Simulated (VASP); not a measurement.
# HfSi4 (P6/mmm) in VASP: a series of runs

Runs on HfSi4. Level: PBE. Tasks: single point, relaxation of cell and atoms.

Everything below comes from runs of VASP 6.6.1. Logs are shortened: lines on timing, memory, paths and dates and some standing lists are left out, and cuts for length are marked.

### 1 The cell of the first run

The structure is hexagonal, space group P6/mmm (No. 191). Conventional cell: a = 3.874 Å, b = 3.874 Å, c = 6.586 Å, α = 90.00°, β = 90.00°, γ = 120.00°. Hf (site symmetry 6/mmm) has 14 Si at 3.29 to 3.82 Å and 6 Hf at 3.87 Å within 4.3 Å. Within 2.6 Å of Si (site symmetry mmm) lie 6 Si at 1.94 Å. Si (site symmetry 6/mmm) has 6 Si at 1.94 Å within 2.6 Å.

### 2 Single point, PBE

Input file INCAR:

```
ALGO     = Normal         # electronic algorithm
EDIFF    = 1E-7           # SCF threshold, eV
ENCUT    = 520            # plane-wave cutoff, eV
GGA      = PE             # functional
ISIF     = 2              # what is computed and relaxed
ISMEAR   = 0              # smearing method
LASPH    = True           # aspherical terms in the spheres
LCHARG   = False          # write CHGCAR
LREAL    = False          # projectors in reciprocal space
LWAVE    = False          # write WAVECAR
NBANDS   = 21             # bands
NELM     = 60             # most SCF steps
PREC     = Accurate       # precision mode
SIGMA    = 0.1            # smearing width, eV
```

Input file KPOINTS:

```
k-points
0
Gamma
  6 6 4
```

Input file POSCAR:

```
HfSi4
1.0
    3.8742076300      0.0000000000      0.0000000000
   -1.9371038100      3.3551622200      0.0000000000
    0.0000000000      0.0000000000      6.5860229500
Hf Si
1 4
Direct
    0.0000000000      0.0000000000      0.5000000000
    0.5000000000      0.0000000000      0.0000000000
    0.0000000000      0.5000000000      0.0000000000
    0.5000000000      0.5000000000      0.0000000000
    0.0000000000      0.0000000000      0.0000000000
```

Potentials or basis: VASP PAW PBE potentials, release 64 (Hf_pv, Si).

Command:

```
> cat potpaw_PBE.64/Hf_pv/POTCAR potpaw_PBE.64/Si/POTCAR > POTCAR
> mpirun -np 1 vasp_std > vasp.out
```

OUTCAR:

```text
EDIFF = 1E-7
   ENCUT = 520
   GGA = PE
   ISIF = 2
   ISMEAR = 0
   LASPH = True
   LREAL = False
   NELM = 60
   PREC = Accurate

 ion  position               nearest neighbor table
   1  0.000  0.000  0.500-   5 3.29   5 3.29
   2  0.500  0.000  0.000-   4 1.94   4 1.94   3 1.94   3 1.94   5 1.94   5 1.94
   3  0.000  0.500  0.000-   5 1.94   5 1.94   2 1.94   2 1.94   4 1.94   4 1.94
   4  0.500  0.500  0.000-   2 1.94   2 1.94   5 1.94   5 1.94   3 1.94   3 1.94
   5  0.000  0.000  0.000-   3 1.94   3 1.94   4 1.94   4 1.94   2 1.94   2 1.94   1 3.29   1 3.29

  LATTYP: Found a hexagonal cell.
 ALAT       =     3.8742076300
 C/A-ratio  =     1.6999664393

  Lattice vectors:

 A1 = (   3.8742076300,   0.0000000000,   0.0000000000)
 A2 = (  -1.9371038100,   3.3551622200,   0.0000000000)
 A3 = (   0.0000000000,   0.0000000000,   6.5860229500)

Analysis of symmetry for initial positions (statically):
=====================================================================
 Subroutine PRICEL returns:
 Original cell was already a primitive cell.

 Routine SETGRP: Setting up the symmetry group for a
 hexagonal supercell.

 Subroutine GETGRP returns: Found 24 space group operations
 (whereof 24 operations were pure point group operations)
 out of a pool of 24 trial point group operations.

The static configuration has the point symmetry D_6h.

Analysis of symmetry for dynamics (positions and initial velocities):
=====================================================================
 Subroutine PRICEL returns:
 Original cell was already a primitive cell.

 Routine SETGRP: Setting up the symmetry group for a
 hexagonal supercell.

 Subroutine GETGRP returns: Found 24 space group operations
 (whereof 24 operations were pure point group operations)
 out of a pool of 24 trial point group operations.

The dynamic configuration has the point symmetry D_6h.

 Subroutine INISYM returns: Found 24 space group operations
 (whereof 24 operations are pure point group operations),
 and found     1 'primitive' translations

----------------------------------------------------------------------------------------

                                     Primitive cell

  volume of cell :      85.6090

  direct lattice vectors                    reciprocal lattice vectors
     3.874207630  0.000000000  0.000000000     0.258117297  0.149024091  0.000000000
    -1.937103810  3.355162220  0.000000000     0.000000000  0.298048182  0.000000000
     0.000000000  0.000000000  6.586022950     0.000000000  0.000000000  0.151836701

  length of vectors
     3.874207630  3.874207621  6.586022950     0.298048181  0.298048182  0.151836701

  position of ions in fractional coordinates (direct lattice)
     0.000000000  0.000000000  0.500000000
     0.500000000  0.000000000  0.000000000
     0.000000000  0.500000000  0.000000000
     0.500000000  0.500000000  0.000000000
     0.000000000  0.000000000  0.000000000

  ion indices of the primitive-cell ions
   primitive index   ion index
                 1           1
                 2           2
                 3           3
                 4           4
                 5           5

----------------------------------------------------------------------------------------

 KPOINTS: k-points

Automatic generation of k-mesh.
 Grid dimensions read from file:
 generate k-points for:    6    6    4

 Generating k-lattice:

  Cartesian coordinates                     Fractional coordinates (reciprocal lattice)
     0.043019549  0.024837348  0.000000000     0.166666667  0.000000000  0.000000000
     0.000000000  0.049674697  0.000000000     0.000000000  0.166666667  0.000000000
     0.000000000  0.000000000  0.037959175     0.000000000  0.000000000  0.250000000

  Length of vectors
     0.049674697  0.049674697  0.037959175

  Shift w.r.t. Gamma in fractional coordinates (k-lattice)
     0.000000000  0.000000000  0.000000000

 Subroutine IBZKPT returns following result:
 ===========================================

 Found     21 irreducible k-points:

 Following reciprocal coordinates:
            Coordinates               Weight
  0.000000  0.000000  0.000000      1.000000
  0.166667  0.000000  0.000000      6.000000
  0.333333  0.000000  0.000000      6.000000
  0.500000  0.000000  0.000000      3.000000
  0.166667  0.166667  0.000000      6.000000
  0.333333  0.166667  0.000000     12.000000
[... 13 lines left out ...]
  0.333333  0.166667  0.500000     12.000000
  0.333333  0.333333  0.500000      2.000000
   k-points           NKPTS =     21   k-points in BZ     NKDIM =     21   number of bands    NBANDS=     21
   number of dos      NEDOS =    301   number of ions     NIONS =      5
   total plane-waves  NPLWV =  45000
   dimension x,y,z NGX =    30 NGY =   30 NGZ =   50
   dimension x,y,z NGXF=    60 NGYF=   60 NGZF=  100
   ions per type =               1   4
   NGX,Y,Z   is equivalent  to a cutoff of  12.87, 12.87, 12.62 a.u.
   NGXF,Y,Z  is equivalent  to a cutoff of  25.75, 25.75, 25.24 a.u.
 SYSTEM =  unknown system
   PREC   = accura    normal or accurate (medium, high low for compatibility)
   ISTART =      0    job   : 0-new  1-cont  2-samecut
   ICHARG =      2    charge: 1-file 2-atom 10-const
   ISPIN  =      1    spin polarized calculation?
   LNONCOLLINEAR =      F non collinear calculations
   LSORBIT =      F    spin-orbit coupling
   LASPH  =      T    aspherical Exc in radial PAW
   ENCUT  =  520.0 eV  38.22 Ry    6.18 a.u.   7.20  7.20 12.25*2*pi/ulx,y,z
   NELM   =     60;   NELMIN=  2; NELMDL= -5     # of ELM steps
   EDIFF  = 0.1E-06   stopping-criterion for ELM
   LREAL  =      F    real-space projection
   EDIFFG = 0.1E-05   stopping-criterion for IOM
   NSW    =      0    number of steps for IOM
   IBRION =     -1    ionic relax: 0-MD 1-quasi-New 2-CG
   NFREE  =      0    steps in history (QN), initial steepest desc. (CG)
   ISIF   =      2    stress and relaxation
   ISYM   =      2    0-nonsym 1-usesym 2-fastsym
   POTIM  = 0.5000    time-step for ionic-motion
   TEBEG  =    0.0;   TEEND  =   0.0 temperature during run
   PSTRESS=    0.0 pullay stress
   NELECT =      26.0000    total number of electrons
   NUPDOWN=      -1.0000    fix difference up-down
   EMIN   =  10.00;   EMAX   =-10.00  energy-range for DOS
   EFERMI =   0.00;   METHOD = LEGACY
   ISMEAR =     0;   SIGMA  =   0.10  broadening in eV -4-tet -1-fermi 0-gaus
   EFERMI_NEDOS =   21; number of points for ismear=-14 and -15
   IALGO  =     38    algorithm
   IMIX   =      4    mixing-type and parameters
     AMIX     =   0.40;   BMIX     =  1.00
     AMIX_MAG =   1.60;   BMIX_MAG =  1.00
  volume/ion in A,a.u.               =      17.12       115.54
  Fermi-wavevector in a.u.,A,eV,Ry     =   1.100422  2.079497 16.475693  1.210929
  Thomas-Fermi vector in A             =   2.236833
   LORBIT       =      0    0 simple, 1 ext, 2 COOP (PROOUT), +10 PAW based schemes
   GGA     = PE    functional components
   LHFCALC =     F    Hartree Fock is set to
   AEXX    =    0.0000 exact exchange contribution
   IVDW    =     0    specifies the selected vdW correction
   LEPSILON=     F    determine dielectric tensor
   LRPA    =     F    only Hartree local field effects (RPA)
 non-spin polarized calculation
 Gauss-broadening in eV      SIGMA  =   0.10
  energy-cutoff  :      520.00
  volume of cell :       85.61
 maximum number of plane-waves:      2325
 NGX is ok and might be reduce to    30
   NGX = 15   NGY = 15   NGZ = 25

 number of electron      25.9999999 magnetization

 Free energy of the ion-electron system (eV)
  ---------------------------------------------------
  ext. energy  EPLUGINS =         0.00000000
  ---------------------------------------------------
  free energy    TOTEN  =        -9.95693958 eV

  energy without entropy =       -9.94323607  energy(sigma->0) =       -9.95008783

 E-fermi :   7.4681     XC(G=0): -10.2617

 val. band max:        7.4610264503   @ k =   0.5000   0.0000   0.0000
 cond. band min:       7.4839973906   @ k =   0.1667   0.0000   0.0000
 fundamental gap:      0.0229709403
 Fermi energy:         7.4681480236

 k-point     1 :       0.0000    0.0000    0.0000
  band No.  band energies     occupation
      1     -24.9887      2.00000
      2     -24.7793      2.00000
      3     -24.7793      2.00000
      4     -10.4742      2.00000
      5      -0.5605      2.00000
      6      -0.5503      2.00000
[... 13 lines left out ...]
     20      11.7544      0.00000
     21      11.7544      0.00000

 k-point     2 :       0.1667    0.0000    0.0000
  band No.  band energies     occupation
      1     -24.9869      2.00000
      2     -24.7943      2.00000
      3     -24.7831      2.00000
      4     -10.1262      2.00000
      5      -2.4815      2.00000
      6      -0.9886      2.00000
[... 13 lines left out ...]
     20      10.9205      0.00000
     21      12.5010      0.00000

 k-point     3 :       0.3333    0.0000    0.0000
  band No.  band energies     occupation
      1     -24.9835      2.00000
      2     -24.8243      2.00000
      3     -24.7908      2.00000
      4      -9.0943      2.00000
      5      -5.1559      2.00000
      6      -1.6108      2.00000
[... 13 lines left out ...]
     20      10.4940      0.00000
     21      12.0073      0.00000
[... 385 lines left out ...]
 k-point    20 :       0.3333    0.1667    0.5000
  band No.  band energies     occupation
      1     -24.9818      2.00000
      2     -24.8317      2.00000
      3     -24.8022      2.00000
      4      -8.0726      2.00000
      5      -6.1039      2.00000
      6      -4.2172      2.00000
[... 13 lines left out ...]
     20      11.6686      0.00000
     21      11.9423      0.00000

 k-point    21 :       0.3333    0.3333    0.5000
  band No.  band energies     occupation
      1     -24.9809      2.00000
      2     -24.8216      2.00000
      3     -24.8216      2.00000
      4      -6.4560      2.00000
      5      -6.4117      2.00000
      6      -6.4117      2.00000
[... 13 lines left out ...]
     20      12.6650      0.00000
     21      12.6650      0.00000

------------------------ aborting loop because EDIFF is reached ----------------------------------------

  FORCE on cell =-STRESS in cart. coord.  units (eV):
  Direction    XX          YY          ZZ          XY          YZ          ZX
  --------------------------------------------------------------------------------------
  -------------------------------------------------------------------------------------
  Total       79.0324152     79.0324148     -7.3507172      0.0000001     -0.0000000      0.0000000
  in kB     1479.0953835   1479.0953772   -137.5690204      0.0000022     -0.0000000      0.0000000
  external PRESSURE =     940.2072468 kB  Pullay stress =       0.0000000 kB

 VOLUME and BASIS-vectors are now :
 -----------------------------------------------------------------------------
  energy-cutoff  :      520.00
  volume of cell :       85.61
      direct lattice vectors                 reciprocal lattice vectors
     3.874207630  0.000000000  0.000000000     0.258117297  0.149024091  0.000000000
    -1.937103810  3.355162220  0.000000000     0.000000000  0.298048182  0.000000000
     0.000000000  0.000000000  6.586022950     0.000000000  0.000000000  0.151836701

 POSITION                                       TOTAL-FORCE (eV/Angst)
 -----------------------------------------------------------------------------------
      0.00000      0.00000      3.29301         0.000000      0.000000      0.000000
      1.93710      0.00000      0.00000        -0.000000      0.000000      0.000000
     -0.96855      1.67758      0.00000         0.000000      0.000000      0.000000
      0.96855      1.67758      0.00000         0.000000      0.000000      0.000000
      0.00000      0.00000      0.00000        -0.000000      0.000000      0.000000
 -----------------------------------------------------------------------------------
    total drift:                               -0.000000     -0.000000      0.000000

  FREE ENERGIE OF THE ION-ELECTRON SYSTEM (eV)
  ---------------------------------------------------
  free  energy   TOTEN  =        -9.9569395800 eV

  energy  without entropy=       -9.9432360726  energy(sigma->0) =       -9.95008783
```

Run time: 53 s. Hardware: 1 thread of Intel Xeon 6975P-C, shared host; peak memory 0.21 GiB.

What came out:

```
Free energy            : -9.9569 eV
Pressure               : 94.0 GPa
Band gap on the k mesh : zero (band 13 reaches 7.61 eV, above the bottom of band 14 at 7.09 eV)
```

Stress tensor (GPa, compression positive):
```
147.91   0.00   0.00
  0.00 147.91   0.00
  0.00   0.00 -13.76
```

Caveat: spin-orbit coupling is left out, which moves the levels of the heavy elements.

### 3 Single point, PBE

This run uses another cell than the first one, of 21.12 Å³/atom, 1.234 times its volume.

Input file INCAR:

```
SYSTEM = HfSi4
PREC = Accurate ; ENCUT = 520
EDIFF = 1E-6 ; ISMEAR = 0
SIGMA = 0.1 ; LREAL = .FALSE.
LASPH = .TRUE. ; NELM = 80
ALGO = Normal ; ISIF = 2
LWAVE = .FALSE. ; LCHARG = .FALSE.
GGA = PE ; NBANDS = 21
```

Input file KPOINTS:

```
regular mesh
0
G
  6 6 4
  0 0 0
```

Edit POSCAR of step 2 so:

```diff
@@ -2,5 +2,5 @@
 1.0
-    3.8742076300      0.0000000000      0.0000000000
-   -1.9371038100      3.3551622200      0.0000000000
-    0.0000000000      0.0000000000      6.5860229500
+    4.9771348994     -0.0000000037      0.0000000000
+   -2.4885674465      4.3103252628      0.0000000000
+    0.0000000000      0.0000000000      4.9227736470
 Hf Si
```

Potentials or basis: VASP PAW PBE potentials, release 64 (Hf_pv, Si).

Command:

```
> cat potpaw_PBE.64/Hf_pv/POTCAR potpaw_PBE.64/Si/POTCAR > POTCAR
> mpirun -np 1 vasp_std > vasp.out
```

Run time: 68 s. Hardware: 1 thread of Intel Xeon 6975P-C, shared host; peak memory 0.25 GiB.

The run converged. Its results:

```
Free energy            : -27.3183 eV
Pressure               : -0.1 GPa
Band gap on the k mesh : zero (band 13 reaches 6.54 eV, above the bottom of band 14 at 4.97 eV)
```

Levels at points of the mesh, in eV from the Fermi level:
```csv
k point,band 9,band 10,band 11,band 12,band 13,band 14,band 15,band 16,band 17,band 18
"(0.00, 0.00, 0.00)",-5.01,-5.01,-4.10,-1.51,-0.23,-0.23,1.46,1.46,2.36,2.41
"(0.50, 0.00, 0.00)",-2.34,-0.99,-0.91,-0.73,-0.32,0.04,0.59,1.37,1.48,1.48
"(0.00, 0.00, 0.50)",-4.83,-4.79,-4.79,-1.90,-0.30,-0.30,2.39,2.39,2.62,2.62
"(0.50, 0.00, 0.50)",-3.40,-1.64,-0.96,-0.29,0.09,0.34,0.73,0.99,1.42,2.35
```

Caveat: spin-orbit coupling is left out, which moves the levels of the heavy elements.

[end of part 1 of 2]
